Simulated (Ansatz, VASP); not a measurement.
**Two plane-wave programs on Sc3C**

```
Sc C
1.0
     8.41948    0.00000    0.00000
    -4.20974    7.29148    0.00000
     0.00000    0.00000    3.03225
Sc C
6 2
Direct
  0.78202 0.56405 0.25000
  0.21798 0.78202 0.75000
  0.43595 0.21798 0.25000
  0.21798 0.43595 0.75000
  0.78202 0.21798 0.25000
  0.56405 0.78202 0.75000
  0.33333 0.66667 0.25000
  0.66667 0.33333 0.75000
```

Alike in both runs: task relaxation of cell and atoms; functional PBE; k mesh 3 × 3 × 6; occupations gaussian, width 0.1 eV; no spin polarisation.

```csv
,VASP,Ansatz
version,VASP 6.6.1,Ansatz 0.2.0
potentials or method,"VASP PAW PBE potentials, release 64 (Sc_sv, C), cutoff 600 eV","scalar-relativistic, plane waves, PAW"
valence electrons in the cell,74,74
```

```csv
,VASP,Ansatz,Ansatz less VASP
"gap on the k mesh at the Fermi level, each at its own relaxed structure (eV)",none,none,-
relaxed volume (Å³/atom),23.47,23.52,+0.045
relaxed length of the cell vector where the two differ most in proportion (Å),3.040,3.029,-0.0109
```

A gap of «none» marks a metal or a gap that the smearing closes.
